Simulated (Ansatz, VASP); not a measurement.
**Ba: VASP beside Ansatz**

File INCAR:

```
SYSTEM = Ba
PREC = Accurate
ENCUT = 520
EDIFF = 1E-7
ISMEAR = -1
SIGMA = 0.1
LREAL = .False.
LASPH = .True.
NELM = 60
ALGO = Normal
ISIF = 2
LWAVE = .False.
LCHARG = .True.
GGA = PE
LELF = .True.
LVHAR = .True.
NBANDS = 11
```

KPOINTS

```
Automatic mesh
0
Gamma
  9 9 9
  0 0 0
```

Contents of POSCAR:

```
Ba
1.0
    4.0568965728      0.0000000000      0.0000000000
    0.0000000000      4.0568965728      0.0000000000
    0.0000000000      0.0000000000      4.0568965728
Ba
1
Direct
    0.0000000000      0.0000000000      0.0000000000
```

Input for Ansatz:

```yaml
crystal:
  lattice:
    - [4.0568965728, 0.0, 0.0]
    - [0.0, 4.0568965728, 0.0]
    - [0.0, 0.0, 4.0568965728]
  atoms:
    - { symbol: Ba, position: [0.0, 0.0, 0.0] }
hamiltonian:
  xc: pbe
  pseudopotentials:
    kind: paw
    azcp:
      Ba: "pseudopotentials/Ba.paw.azcp"
basis:
  ecutwfc: 420
  fft_grid_basis: typed
kpoints:
  mp_grid: { grid: [9, 9, 9], shift: [0, 0, 0] }
magnetization:
  spin_polarized: false
scf:
  occupations: { method: fermi_dirac, width: 0.1 }
  lower_state_search: "off"
output:
  stress: true
```

Alike in both runs: task single point; functional PBE; k mesh 9 × 9 × 9; occupations fermi-dirac, width 0.1 eV; no spin polarisation.

|  | VASP | Ansatz |
| --- | --- | --- |
| version | VASP 6.6.1 | Ansatz 0.2.0 |
| potentials or method | VASP PAW PBE potentials, release 64 (Ba_sv), cutoff 520 eV | plane waves (420 eV) with PAW, scalar-relativistic |
| valence electrons in the cell | 10 | 10 |

VASP gave:

```
pressure (GPa) : -0.4
```

Task: What did Ansatz give for the same quantities?

Result: Pressure (GPa): -0.5.

Neither program's run includes spin-orbit coupling.
